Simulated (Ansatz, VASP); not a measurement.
This is a calculation of Al3Pd for Ansatz 0.2.0.

The input input.yaml:

```yaml
crystal:
  lattice:
    - [3.94691, 0.0, 0.0]
    - [0.0, 3.94691, 0.0]
    - [0.0, 0.0, 3.94691]
  atoms:
    - { symbol: Pd, position: [0.0, 0.0, 0.0] }
    - { symbol: Al, position: [0.5, 0.5, 0.0] }
    - { symbol: Al, position: [0.5, 0.0, 0.5] }
    - { symbol: Al, position: [0.0, 0.5, 0.5] }
kpoints:
  mp_grid: { grid: [7, 7, 7] }
scf:
  occupations: { method: fermi_dirac, width: 0.05 }
hamiltonian:
  xc: lda
  pseudopotentials: { kind: all_electron, lapw: { basis_error: 0.002 } }
output:
  forces: true
  stress: true
  eigenvalues: true
```

Potentials or basis: all-electron LAPW, scalar-relativistic.

Command:

```sh
$ ansatz run input.yaml --threads 2 --pin off --max-ram 8192MiB --backend cpu --events-out ev --progress --plain --runs-dir out
```

**Question.** Set up the same calculation for VASP 6.6.1. Potentials there: VASP PAW LDA potentials, release 64 (Pd, Al).

**Answer.** As run (the cutoff follows the program's own potentials):

File INCAR:

```
ALGO     = Normal         # electronic algorithm
EDIFF    = 1E-6           # SCF threshold, eV
ENCUT    = 520            # plane-wave cutoff, eV
ISIF     = 2              # what is computed and relaxed
ISMEAR   = -1             # smearing method
LASPH    = T              # aspherical terms in the spheres
LCHARG   = T              # write CHGCAR
LELF     = T              # ELF
LREAL    = F              # projectors in reciprocal space
LVHAR    = T            
LWAVE    = F              # write WAVECAR
NBANDS   = 18             # bands
NELM     = 100            # most SCF steps
PREC     = Accurate       # precision mode
SIGMA    = 0.05           # smearing width, eV
```

KPOINTS

```
k-points
0
Gamma
  7 7 7
```

The input POSCAR:

```
Al3Pd
1.0
    3.9469100000      0.0000000000      0.0000000000
    0.0000000000      3.9469100000      0.0000000000
    0.0000000000      0.0000000000      3.9469100000
Pd Al
1 3
Direct
    0.0000000000      0.0000000000      0.0000000000
    0.5000000000      0.5000000000      0.0000000000
    0.5000000000      0.0000000000      0.5000000000
    0.0000000000      0.5000000000      0.5000000000
```

Potentials or basis: VASP PAW LDA potentials, release 64 (Pd, Al).

Launch:

```console
$ cat potpaw_LDA.64/Pd/POTCAR potpaw_LDA.64/Al/POTCAR > POTCAR
$ mpirun -np 1 vasp_std > vasp.out
```

Both were run:

|  | VASP | Ansatz | Ansatz less VASP |
| --- | --- | --- | --- |
| gap on the k mesh at the Fermi level (eV) | none | none | - |
| pressure (GPa) | -4.6 | -4.8 | -0.20 |

LDA's correlation is that of Perdew and Zunger in VASP and of Perdew and Wang (1992) in Ansatz. A gap of «none» marks a metal or a gap that the smearing closes. Ansatz ran all-electron here, and VASP with PAW potentials.
